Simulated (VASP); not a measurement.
# WC: single point with PBEsol

The system is WC.

```
W C
1.0
     0.19152    2.16465    1.95741
     2.42674    0.11803    2.03091
     2.49977    2.31118    0.04500
W C
1 1
Direct
  0.99803 0.00081 0.99933
  0.50197 0.49919 0.50067
```

```json
{
 "Program": "VASP 6.6.1",
 "Task": "single point",
 "Functional": "PBEsol",
 "Potentials or basis": "VASP PAW PBE potentials, release 64 (W_sv, C)",
 "Cutoff": "520 eV",
 "k mesh": "14 × 14 × 14",
 "Occupations": "gaussian, width 0.15 eV",
 "Spin": "no spin polarisation",
 "Dipole correction": "no",
 "Further INCAR settings": "ALGO = Normal; EDIFF = 1e-06; NBANDS = 16"
}
```

| Item | Value |
| --- | --- |
| Pressure | 27.3 GPa |
| Largest force | 0.147 eV/Å |
| Band gap on the k mesh | zero (bands 9 and 10 overlap by 3.68 eV) |

Forces on the atoms (eV/Å):
```
W   -0.004  0.054  0.137
C    0.004 -0.054 -0.137
```

Stress tensor (GPa, compression positive):
```
-23.20  -0.99  -4.45
 -0.99   6.55   3.70
 -4.45   3.70  98.55
```

Levels at points of the mesh, in eV from the Fermi level:
```csv
k point,band 5,band 6,band 7,band 8,band 9,band 10,band 11,band 12,band 13,band 14
"(0.00, 0.00, 0.00)",-15.97,-4.10,-2.41,-2.27,-1.54,-1.12,-0.76,-0.26,-0.12,9.02
"(0.50, 0.00, 0.00)",-10.39,-9.85,-7.80,-7.07,1.88,2.38,3.69,4.28,8.16,10.17
"(0.00, 0.50, 0.00)",-10.73,-9.93,-7.53,-6.49,1.25,2.07,3.65,4.81,7.33,10.23
"(0.50, 0.50, 0.00)",-13.72,-5.92,-4.09,-3.60,-2.19,1.06,2.18,3.24,7.27,8.58
"(0.00, 0.00, 0.50)",-10.96,-9.99,-7.15,-6.13,-0.44,2.40,3.63,5.34,7.13,10.10
"(0.50, 0.00, 0.50)",-13.78,-5.63,-5.54,-2.55,-1.56,-0.33,2.12,3.42,6.20,9.80
"(0.00, 0.50, 0.50)",-13.94,-6.33,-5.77,-2.03,-1.27,0.42,2.09,2.73,5.15,9.89
"(0.50, 0.50, 0.50)",-11.15,-10.04,-6.76,-6.04,-0.26,1.91,3.37,5.70,6.30,10.15
```

It took 2.3 min on 1 thread of Intel(R) Xeon(R) 6975P-C (Granite Rapids), on a shared host, peak memory 0.52 GiB.

Caveat: the stress differs along the axes, from -23 to 99 GPa; the PAW data sets were made with another functional, which shifts forces and pressure a little; spin-orbit coupling is left out, which moves the levels of the heavy elements.
